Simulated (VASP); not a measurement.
Input of a VASP 6.6.1 run:

Contents of INCAR:

```
SYSTEM = InSe2
  ALGO = Normal
  EDIFF = 1E-7
  ENCUT = 520
  GGA = PS
  ISIF = 2
  ISMEAR = 0
  LASPH = .TRUE.
  LCHARG = .TRUE.
  LELF = .TRUE.
  LREAL = .FALSE.
  LVHAR = .TRUE.
  LWAVE = .FALSE.
  NBANDS = 34
  NELM = 100
  PREC = Accurate
  SIGMA = 0.15
```

The input KPOINTS:

```
k-points
0
G
  12 12 6
  0 0 0
```

Contents of POSCAR:

```
InSe2
1.0
    4.1394079591      0.0000000000      0.0000000000
    0.0000000000      4.1394079591      0.0000000000
    0.0000000000      0.0000000000      9.3405131992
In Se
2 4
Direct
    0.0000000000      0.5000000000      0.7051148767
    0.5000000000      0.0000000000      0.2948851233
    0.0000000000      0.5000000000      0.3669879178
    0.5000000000      0.0000000000      0.6330120822
    0.0000000000      0.0000000000      0.0000000000
    0.5000000000      0.5000000000      0.0000000000
```

Potentials or basis: VASP PAW PBE potentials, release 64 (In_d, Se).

The run is started by

```bash
$ cat potpaw_PBE.64/In_d/POTCAR potpaw_PBE.64/Se/POTCAR > POTCAR
$ mpirun -np 1 vasp_std > vasp.out
```

Task: Estimate the largest force.

Result: 0.461 eV/Å.

Task: Estimate the pressure.

Result: -8.3 GPa.

Forces on the atoms (eV/Å):
```
In   0.000  0.000 -0.461
In   0.000  0.000  0.461
Se   0.000  0.000 -0.038
Se   0.000  0.000  0.038
Se   0.000  0.000  0.000
Se   0.000  0.000  0.000
```

Caveat: the cell differs from its parent crystal (strain +0.080 along x and y, +0.000 along z); the stress differs along the axes, from -11 to -3 GPa; the PAW data sets were made with another functional, which shifts forces and pressure a little.
